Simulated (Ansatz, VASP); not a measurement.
# BN in VASP and in Ansatz

```
B N
1.0
     2.50435    0.00000    0.00000
    -1.25217    2.16883    0.00000
     0.00000    0.00000    7.01910
B N
2 2
Direct
  0.33333 0.66667 0.25000
  0.66667 0.33333 0.75000
  0.27963 0.81338 0.75000
  0.66667 0.33333 0.25000
```

Alike in both runs: task single point; functional PBEsol; k mesh 12 × 12 × 4; occupations gaussian, width 0.05 eV; no spin polarisation.

|  | VASP | Ansatz |
| --- | --- | --- |
| version | VASP 6.6.1 | Ansatz 0.2.0 |
| potentials or method | VASP PAW PBE potentials, release 64 (B, N), cutoff 520 eV | scalar-relativistic, plane waves, PAW |
| valence electrons in the cell | 16 | 16 |

|  | VASP | Ansatz | Ansatz less VASP |
| --- | --- | --- | --- |
| gap on the k mesh at the Fermi level (eV) | 1.71 | 1.73 | +0.024 |
| least direct gap on the mesh (eV) | 2.85 | 2.87 | +0.016 |
| pressure (GPa) | 25.4 | 25.2 | -0.22 |
| traceless stress, the component that is largest in VASP (GPa) | 35.01 | 34.59 | -0.415 |
| rms of the force components (eV/Å) | 5.934 | 5.880 | -0.0541 |

VASP's potentials were made for PBE, not for PBEsol. Atom by atom the forces differ by 0.060 eV/Å (rms over components).
